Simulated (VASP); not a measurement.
# MgS (F-43m) in VASP: notebook

The runs below take MgS through single point, with LDA.

Program: VASP 6.6.1. These are calculated values, not measurements. Logs are shortened: lines on timing, memory, paths and dates and some standing lists are left out, and cuts for length are marked.

### 1 The cell of the first run

The structure is cubic, space group F-43m (No. 216). Conventional cell: a = 5.666 Å, b = 5.666 Å, c = 5.666 Å, α = 90.00°, β = 90.00°, γ = 90.00°. Within 3.2 Å of Mg (site symmetry -43m) lie 4 S at 2.45 Å. S (site symmetry -43m) has 4 Mg at 2.45 Å within 3.2 Å.

### 2 Single point, LDA

Input file INCAR:

```
PREC     = Accurate       # precision mode
ENCUT    = 600            # plane-wave cutoff, eV
EDIFF    = 1E-6           # SCF threshold, eV
ISMEAR   = 0              # smearing method
SIGMA    = 0.01           # smearing width, eV
LREAL    = False          # projectors in reciprocal space
LASPH    = True           # aspherical terms in the spheres
NELM     = 120            # most SCF steps
ALGO     = Normal         # electronic algorithm
ISIF     = 2              # what is computed and relaxed
LWAVE    = False          # write WAVECAR
LCHARG   = False          # write CHGCAR
GGA      = CA             # functional
NBANDS   = 11             # bands
GGA_COMPAT= False
```

Input file KPOINTS:

```
regular mesh
0
Gamma
  6 6 6
```

Input file POSCAR:

```
MgS
1.0
    0.0000000000      2.8331200000      2.8331200000
    2.8331200000      0.0000000000      2.8331200000
    2.8331200000      2.8331200000      0.0000000000
Mg S
1 1
Direct
    0.0000000000      0.0000000000      0.0000000000
    0.7500000000      0.7500000000      0.7500000000
```

Potentials or basis: VASP PAW LDA potentials, release 64 (Mg, S).

The run is started by

```
$ cat potpaw_LDA.64/Mg/POTCAR potpaw_LDA.64/S/POTCAR > POTCAR
$ mpirun -np 1 vasp_std > vasp.out
```

OUTCAR:

```text
PREC = Accurate
   ENCUT = 600
   EDIFF = 1E-6
   ISMEAR = 0
   LREAL = False
   LASPH = True
   NELM = 120
   ISIF = 2
   GGA = CA

 ion  position               nearest neighbor table
   1  0.000  0.000  0.000-   2 2.45   2 2.45   2 2.45   2 2.45
   2  0.750  0.750  0.750-   1 2.45   1 2.45   1 2.45   1 2.45

  LATTYP: Found a face centered cubic cell.
 ALAT       =     5.6662400000

  Lattice vectors:

 A1 = (   0.0000000000,   2.8331200000,   2.8331200000)
 A2 = (   2.8331200000,   0.0000000000,   2.8331200000)
 A3 = (   2.8331200000,   2.8331200000,   0.0000000000)

Analysis of symmetry for initial positions (statically):
=====================================================================
 Subroutine PRICEL returns:
 Original cell was already a primitive cell.

 Routine SETGRP: Setting up the symmetry group for a
 face centered cubic supercell.

 Subroutine GETGRP returns: Found 24 space group operations
 (whereof 24 operations were pure point group operations)
 out of a pool of 48 trial point group operations.

The static configuration has the point symmetry T_d .

Analysis of symmetry for dynamics (positions and initial velocities):
=====================================================================
 Subroutine PRICEL returns:
 Original cell was already a primitive cell.

 Routine SETGRP: Setting up the symmetry group for a
 face centered cubic supercell.

 Subroutine GETGRP returns: Found 24 space group operations
 (whereof 24 operations were pure point group operations)
 out of a pool of 48 trial point group operations.

The dynamic configuration has the point symmetry T_d .

 Subroutine INISYM returns: Found 24 space group operations
 (whereof 24 operations are pure point group operations),
 and found     1 'primitive' translations

----------------------------------------------------------------------------------------

                                     Primitive cell

  volume of cell :      45.4805

  direct lattice vectors                    reciprocal lattice vectors
     0.000000000  2.833120000  2.833120000    -0.176483876  0.176483876  0.176483876
     2.833120000  0.000000000  2.833120000     0.176483876 -0.176483876  0.176483876
     2.833120000  2.833120000  0.000000000     0.176483876  0.176483876 -0.176483876

  length of vectors
     4.006636728  4.006636728  4.006636728     0.305679041  0.305679041  0.305679041

  position of ions in fractional coordinates (direct lattice)
[... 76 lines left out ...]
   ISIF   =      2    stress and relaxation
   ISYM   =      2    0-nonsym 1-usesym 2-fastsym
   POTIM  = 0.5000    time-step for ionic-motion
   TEBEG  =    0.0;   TEEND  =   0.0 temperature during run
   PSTRESS=    0.0 pullay stress
   NELECT =       8.0000    total number of electrons
   NUPDOWN=      -1.0000    fix difference up-down
   EMIN   =  10.00;   EMAX   =-10.00  energy-range for DOS
   EFERMI =   0.00;   METHOD = LEGACY
   ISMEAR =     0;   SIGMA  =   0.01  broadening in eV -4-tet -1-fermi 0-gaus
   EFERMI_NEDOS =   21; number of points for ismear=-14 and -15
   IALGO  =     38    algorithm
   IMIX   =      4    mixing-type and parameters
     AMIX     =   0.40;   BMIX     =  1.00
     AMIX_MAG =   1.60;   BMIX_MAG =  1.00
  volume/ion in A,a.u.               =      22.74       153.46
  Fermi-wavevector in a.u.,A,eV,Ry     =   0.917269  1.733386 11.447693  0.841382
  Thomas-Fermi vector in A             =   2.042218
   LORBIT       =      0    0 simple, 1 ext, 2 COOP (PROOUT), +10 PAW based schemes
   GGA     = CA    functional components
   LHFCALC =     F    Hartree Fock is set to
   AEXX    =    0.0000 exact exchange contribution
   IVDW    =     0    specifies the selected vdW correction
   LEPSILON=     F    determine dielectric tensor
   LRPA    =     F    only Hartree local field effects (RPA)
 non-spin polarized calculation
 Gauss-broadening in eV      SIGMA  =   0.01
  energy-cutoff  :      600.00
  volume of cell :       45.48
 maximum number of plane-waves:      1527
   NGX = 17   NGY = 17   NGZ = 17

 number of electron       8.0000000 magnetization

 Free energy of the ion-electron system (eV)
  ---------------------------------------------------
  ext. energy  EPLUGINS =         0.00000000
  ---------------------------------------------------
  free energy    TOTEN  =        -9.37781545 eV

  energy without entropy =       -9.37781545  energy(sigma->0) =       -9.37781545

 E-fermi :   0.9681     XC(G=0):  -8.7524

 val. band max:        0.8799947527   @ k =   0.0000   0.0000   0.0000
 cond. band min:       4.0628229009   @ k =   0.0000   0.0000   0.0000
 fundamental gap:      3.1828281482
 Fermi energy:         0.9681065840

 k-point     1 :       0.0000    0.0000    0.0000
  band No.  band energies     occupation
      1     -10.3501      2.00000
      2       0.8800      2.00000
      3       0.8800      2.00000
      4       0.8800      2.00000
      5       4.0628      0.00000
      6       8.6401      0.00000
      7       8.6401      0.00000
      8       8.6401      0.00000
      9      11.6161      0.00000
     10      11.6161      0.00000
     11      14.2140      0.00000
[... 197 lines left out ...]
 k-point    16 :      -0.3333    0.5000    0.1667
  band No.  band energies     occupation
      1      -9.4200      2.00000
      2      -1.6880      2.00000
      3      -0.7163      2.00000
      4      -0.4160      2.00000
      5       5.6584      0.00000
      6       7.5192      0.00000
      7      10.0446      0.00000
      8      10.0688      0.00000
      9      13.0997      0.00000
     10      14.5034      0.00000
     11      14.6653      0.00000

------------------------ aborting loop because EDIFF is reached ----------------------------------------

  FORCE on cell =-STRESS in cart. coord.  units (eV):
  Direction    XX          YY          ZZ          XY          YZ          ZX
  --------------------------------------------------------------------------------------
  -------------------------------------------------------------------------------------
  Total       -0.7116429     -0.7116429     -0.7116429     -0.0000000     -0.0000000      0.0000000
  in kB      -25.0696239    -25.0696239    -25.0696239     -0.0000000     -0.0000000      0.0000000
  external PRESSURE =     -25.0696239 kB  Pullay stress =       0.0000000 kB

 VOLUME and BASIS-vectors are now :
 -----------------------------------------------------------------------------
  energy-cutoff  :      600.00
  volume of cell :       45.48
      direct lattice vectors                 reciprocal lattice vectors
     0.000000000  2.833120000  2.833120000    -0.176483876  0.176483876  0.176483876
     2.833120000  0.000000000  2.833120000     0.176483876 -0.176483876  0.176483876
     2.833120000  2.833120000  0.000000000     0.176483876  0.176483876 -0.176483876

 POSITION                                       TOTAL-FORCE (eV/Angst)
 -----------------------------------------------------------------------------------
      0.00000      0.00000      0.00000        -0.000000     -0.000000     -0.000000
      4.24968      4.24968      4.24968         0.000000      0.000000      0.000000
 -----------------------------------------------------------------------------------
    total drift:                               -0.000000     -0.000000     -0.000000

  FREE ENERGIE OF THE ION-ELECTRON SYSTEM (eV)
  ---------------------------------------------------
  free  energy   TOTEN  =        -9.3778154529 eV

  energy  without entropy=       -9.3778154529  energy(sigma->0) =       -9.37781545
```

stdout:

```text
POSCAR found type information on POSCAR MgS
 POSCAR found :  2 types and       2 ions
 scaLAPACK will be used
 LDA part: xc-table for (Slater(with rela. corr.)+CA(PZ))
 , standard interpolation
 POSCAR, INCAR and KPOINTS ok, starting setup
 FFT: planning ... GRIDC
 FFT: planning ... GRID_SOFT
 FFT: planning ... GRID
 WAVECAR not read
 entering main loop
```

Run time: 7.6 s. Hardware: 1 thread of Intel Xeon Platinum 8488C (Sapphire Rapids), shared host; peak memory 0.15 GiB.

What came out:

| Property | Result |
| --- | --- |
| Free energy | -9.3778 eV |
| Pressure | -2.5 GPa |
| Band gap on the k mesh | 3.18 eV, direct |

A k mesh can miss the band edges. A hybrid or GW would open this gap; LDA tends to underestimate it.

### 3 Single point, LDA

This run uses another cell than the first one, of 23.42 Å³/atom, 1.030 times its volume.

Input file INCAR:

```
SYSTEM = MgS
ALGO = Normal ; EDIFF = 1E-6
ENCUT = 600 ; GGA_COMPAT = .False.
ISIF = 2 ; ISMEAR = 0
LASPH = .True. ; LCHARG = .True.
LELF = .True. ; LREAL = .False.
LVHAR = .True. ; LWAVE = .False.
NBANDS = 11 ; NELM = 120
PREC = Accurate ; SIGMA = 0.01
```

Input file KPOINTS:

```
k-points
0
Gamma
  6 6 6
  0 0 0
```

Input file POSCAR:

```
MgS
1.0
    0.0000000000      2.8611725175      2.8611725175
    2.8611725175      0.0000000000      2.8611725175
    2.8611725175      2.8611725175      0.0000000000
Mg S
1 1
Direct
    0.0000000000      0.0000000000      0.0000000000
    0.7500000000      0.7500000000      0.7500000000
```

Potentials or basis: VASP PAW LDA potentials, release 64 (Mg, S).

The run is started by

```
$ cat potpaw_LDA.64/Mg/POTCAR potpaw_LDA.64/S/POTCAR > POTCAR
$ mpirun -np 1 vasp_std > vasp.out
```

It took 10 s on 1 thread of Intel Xeon Platinum 8488C (Sapphire Rapids), shared host; peak memory 0.15 GiB.

The run converged. Its results:

* Free energy: -9.3503 eV
* Pressure: -4.0 GPa
* Band gap on the k mesh: 3.04 eV, direct

Levels at points of the mesh, in eV from the valence-band top:
```tsv
k point	band 1	band 2	band 3	band 4	band 5	band 6	band 7	band 8	band 9
(0.00, 0.00, 0.00)	-11.13	0.00	0.00	0.00	3.04	7.68	7.68	7.68	10.67
(0.50, 0.00, 0.00)	-10.48	-3.11	-0.32	-0.32	4.75	7.41	7.41	8.22	12.32
(0.50, 0.50, 0.00)	-10.27	-2.80	-1.02	-1.02	3.68	5.38	10.59	11.75	11.75
```

### 4 Single point, LDA

This run uses another cell than the first one, of 24.10 Å³/atom, 1.060 times its volume.

Input file INCAR:

```
PREC = Accurate
ENCUT = 600
EDIFF = 1E-6
ISMEAR = 0
SIGMA = 0.01
LREAL = F
LASPH = T
NELM = 120
ALGO = Normal
ISIF = 2
LWAVE = F
LCHARG = F
NBANDS = 11
GGA_COMPAT = F
```

Input file KPOINTS:

```
Automatic mesh
0
Gamma
  6 6 6
```

Input file POSCAR:

```
MgS
1.0
    0.0000000000      2.8886854795      2.8886854795
    2.8886854795      0.0000000000      2.8886854795
    2.8886854795      2.8886854795      0.0000000000
Mg S
1 1
Direct
    0.0000000000      0.0000000000      0.0000000000
    0.7500000000      0.7500000000      0.7500000000
```

Potentials or basis: VASP PAW LDA potentials, release 64 (Mg, S).

The run is started by

```
$ cat potpaw_LDA.64/Mg/POTCAR potpaw_LDA.64/S/POTCAR > POTCAR
$ mpirun -np 1 vasp_std > vasp.out
```

OUTCAR:

```text
PREC = Accurate
   ENCUT = 600
   EDIFF = 1E-6
   ISMEAR = 0
   LREAL = F
   LASPH = T
   NELM = 120
   ISIF = 2

 ion  position               nearest neighbor table
   1  0.000  0.000  0.000-   2 2.50   2 2.50   2 2.50   2 2.50
   2  0.750  0.750  0.750-   1 2.50   1 2.50   1 2.50   1 2.50

  LATTYP: Found a face centered cubic cell.
 ALAT       =     5.7773709590

  Lattice vectors:

 A1 = (   0.0000000000,   2.8886854795,   2.8886854795)
 A2 = (   2.8886854795,   0.0000000000,   2.8886854795)
 A3 = (   2.8886854795,   2.8886854795,   0.0000000000)

Analysis of symmetry for initial positions (statically):
=====================================================================
 Subroutine PRICEL returns:
 Original cell was already a primitive cell.

 Routine SETGRP: Setting up the symmetry group for a
 face centered cubic supercell.

 Subroutine GETGRP returns: Found 24 space group operations
 (whereof 24 operations were pure point group operations)
 out of a pool of 48 trial point group operations.

The static configuration has the point symmetry T_d .
[... 161 lines left out ...]
  band No.  band energies     occupation
      1     -10.5200      2.00000
      2       0.5260      2.00000
      3       0.5260      2.00000
      4       0.5260      2.00000
      5       3.4285      0.00000
      6       8.1346      0.00000
      7       8.1346      0.00000
      8       8.1346      0.00000
      9      11.1379      0.00000
     10      11.1379      0.00000
     11      13.3784      0.00000
[... 197 lines left out ...]
 k-point    16 :      -0.3333    0.5000    0.1667
  band No.  band energies     occupation
      1      -9.7036      2.00000
      2      -1.9074      2.00000
      3      -0.9596      2.00000
      4      -0.6766      2.00000
      5       5.2863      0.00000
      6       6.9864      0.00000
      7       9.3991      0.00000
      8       9.4185      0.00000
      9      12.2561      0.00000
     10      13.7747      0.00000
     11      14.0027      0.00000

------------------------ aborting loop because EDIFF is reached ----------------------------------------

  FORCE on cell =-STRESS in cart. coord.  units (eV):
  Direction    XX          YY          ZZ          XY          YZ          ZX
  --------------------------------------------------------------------------------------
  -------------------------------------------------------------------------------------
  Total       -1.5608391     -1.5608391     -1.5608391      0.0000000      0.0000000     -0.0000000
  in kB      -51.8725931    -51.8725931    -51.8725931      0.0000000      0.0000000     -0.0000000
  external PRESSURE =     -51.8725931 kB  Pullay stress =       0.0000000 kB

 VOLUME and BASIS-vectors are now :
 -----------------------------------------------------------------------------
  energy-cutoff  :      600.00
  volume of cell :       48.21
      direct lattice vectors                 reciprocal lattice vectors
     0.000000000  2.888685479  2.888685479    -0.173089110  0.173089110  0.173089110
     2.888685479  0.000000000  2.888685479     0.173089110 -0.173089110  0.173089110
     2.888685479  2.888685479  0.000000000     0.173089110  0.173089110 -0.173089110

 POSITION                                       TOTAL-FORCE (eV/Angst)
 -----------------------------------------------------------------------------------
      0.00000      0.00000      0.00000         0.000000      0.000000      0.000000
      4.33303      4.33303      4.33303        -0.000000     -0.000000     -0.000000
 -----------------------------------------------------------------------------------
    total drift:                               -0.000000     -0.000000     -0.000000

  FREE ENERGIE OF THE ION-ELECTRON SYSTEM (eV)
  ---------------------------------------------------
  free  energy   TOTEN  =        -9.3113989148 eV

  energy  without entropy=       -9.3113989148  energy(sigma->0) =       -9.31139891
```

OSZICAR:

```text
N       E                     dE             d eps       ncg     rms          rms(c)
DAV:   1     0.253948312554E+02    0.25395E+02   -0.34248E+03   352   0.626E+02
DAV:   2    -0.756589479092E+01   -0.32961E+02   -0.31675E+02   421   0.102E+02
DAV:   3    -0.986272201166E+01   -0.22968E+01   -0.22934E+01   427   0.290E+01
DAV:   4    -0.988312724147E+01   -0.20405E-01   -0.20402E-01   420   0.330E+00
DAV:   5    -0.988335291854E+01   -0.22568E-03   -0.22567E-03   445   0.342E-01    0.388E+00
DAV:   6    -0.936548226320E+01    0.51787E+00   -0.13794E+00   388   0.414E+00    0.284E+00
DAV:   7    -0.931692061833E+01    0.48562E-01   -0.21743E-01   429   0.177E+00    0.212E+00
DAV:   8    -0.931234770863E+01    0.45729E-02   -0.16050E-02   406   0.740E-01    0.112E+00
DAV:   9    -0.931137856819E+01    0.96914E-03   -0.22039E-03   418   0.227E-01    0.404E-01
DAV:  10    -0.931140032863E+01   -0.21760E-04   -0.69613E-05   418   0.442E-02    0.144E-01
DAV:  11    -0.931139917957E+01    0.11491E-05   -0.63998E-05   409   0.337E-02    0.581E-02
DAV:  12    -0.931139891485E+01    0.26472E-06   -0.14538E-06   282   0.635E-03
   1 F= -.93113989E+01 E0= -.93113989E+01  d E =-.845595E-19
```

Run time: 11 s. Hardware: 1 thread of Intel Xeon Platinum 8488C (Sapphire Rapids), shared host; peak memory 0.17 GiB.

Results:

* Free energy: -9.3114 eV
* Pressure: -5.2 GPa
* Band gap on the k mesh: 2.90 eV, direct

Expect the measured gap to be larger: semilocal functionals such as LDA lack the derivative discontinuity.

### 5 Overview

| cell | gap on the mesh (eV) | pressure (GPa) |
| --- | --- | --- |
| a = 4.007 Å, angles 60.0°, 2 atoms | 3.18 | -2.5 |
| a = 4.046 Å, angles 60.0°, 2 atoms | 3.04 | -4.0 |
| a = 4.085 Å, angles 60.0°, 2 atoms | 2.90 | -5.2 |

Alike in all rows: task single point; level LDA; potentials or basis VASP PAW LDA potentials, release 64 (Mg, S); no spin polarisation; k mesh 6 × 6 × 6; cutoff (eV) 600; smearing gaussian 0.01 eV.

Absolute energies hang on the potentials; compare differences alone.
